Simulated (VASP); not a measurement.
The system is YV.

```
CELL_PARAMETERS angstrom
3.61426 0.00000 0.00000
0.00000 3.61426 0.00000
0.00000 0.00000 3.61426
ATOMIC_POSITIONS crystal
V 0.00000 0.00000 0.00000
Y 0.50000 0.50000 0.50000
```

Base run:

| Quantity | Value |
| --- | --- |
| Program | VASP 6.6.1 |
| Functional | PBE |
| Potentials or basis | VASP PAW PBE potentials, release 64 (V_sv, Y_sv) |
| Cutoff | 520 eV |
| k mesh | 12 × 12 × 12 |
| Occupations | gaussian, width 0.1 eV |
| Spin | collinear spin, ferromagnetic start |
| Starting moments | [2.17, 0.07] μB |
| Fixed moment | 2.25 μB |

Its results: pressure -2.8 GPa; site moments V +1.88; Y +0.10 μB.

Task: The run is repeated on the same cell with these changes: fixed moment from 2.25 μB to 1.88 μB; moments at the start from [2.17, 0.07] to [1.92, 0.02]. What comes out?

Result: Pressure -3.4 GPa; site moments V +1.67; Y +0.04 μB.

Caveats: the total moment is fixed, so each spin has its own Fermi level; the cell stands under tension (at least some runs).
